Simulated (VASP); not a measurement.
HgTe, 2 atoms in the cell. The structure is tetragonal, space group I-4m2 (No. 119). The conventional cell has a = 4.512 Å, b = 4.512 Å, c = 6.839 Å, α = 90.00°, β = 90.00°, γ = 90.00°. Within 3.7 Å of Hg (site symmetry -4m2) lie 4 Te at 2.83 Å. Te (site symmetry -4m2) has 4 Hg at 2.83 Å within 3.7 Å.  This cell differs from its parent crystal: epitaxial xy strain -3.0%.

* Program: VASP 6.6.1
* Task: single point
* Functional: r2SCAN
* Potentials or basis: VASP PAW PBE potentials, release 64 (Hg, Te)
* Cutoff: 520 eV
* k mesh: 6 × 6 × 6
* Occupations: fermi-dirac, width 0.02 eV
* Spin: no spin polarisation
* Dipole correction: no
* Further INCAR settings: ALGO = Normal; EDIFF = 1e-06; NBANDS = 16

Potentials or basis: VASP PAW PBE potentials, release 64 (Hg, Te).

Command:

```bash
$ cat potpaw_PBE.64/Hg/POTCAR potpaw_PBE.64/Te/POTCAR > POTCAR
$ cp INCAR.step1 INCAR
$ mpirun -np 1 vasp_std > vasp.out
$ cp INCAR.step2 INCAR
$ mpirun -np 1 vasp_std > vasp.out
```

Hardware: 1 thread of Intel(R) Xeon(R) 6975P-C (Granite Rapids), with other jobs on the host.

Q: How long does it take, and how much memory?

A: Run time: 120 s on 1 thread of Intel(R) Xeon(R) 6975P-C (Granite Rapids), on a shared host, peak memory 0.22 GiB. Counts: k points 30.
